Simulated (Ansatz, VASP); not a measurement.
One calculation of Ag, two programs

```
CELL_PARAMETERS angstrom
2.84871 0.00000 0.00000
-1.42436 2.46706 0.00000
0.00000 0.00000 9.85042
ATOMIC_POSITIONS crystal
Ag 0.33333 0.66667 0.25000
Ag 0.66667 0.33333 0.75000
Ag 0.00000 0.00000 0.00000
Ag 0.00000 0.00000 0.50000
```

Change from the starting cell: strain -0.030 along x and y, +0.030 along z, atoms carried along.

Alike in both runs: task single point; functional PBE; k mesh 18 × 18 × 6; occupations gaussian, width 0.15 eV; no spin polarisation.

|  | VASP | Ansatz |
| --- | --- | --- |
| version | VASP 6.6.1 | Ansatz 0.2.0 |
| potentials or method | VASP PAW PBE potentials, release 64 (Ag), cutoff 520 eV | scalar-relativistic, plane waves, PAW |
| valence electrons in the cell | 44 | 76 |

|  | VASP | Ansatz | Ansatz less VASP |
| --- | --- | --- | --- |
| gap on the k mesh at the Fermi level (eV) | none | none | - |
| pressure (GPa) | 3.5 | 3.6 | +0.11 |
| traceless stress, the component that is largest in VASP (GPa) | -4.07 | -4.10 | -0.029 |

A gap of «none» marks a metal or a gap that the smearing closes. VASP's potentials hold 44 valence electrons a cell and Ansatz's 76, so a difference there can come from the potentials and not from the codes.
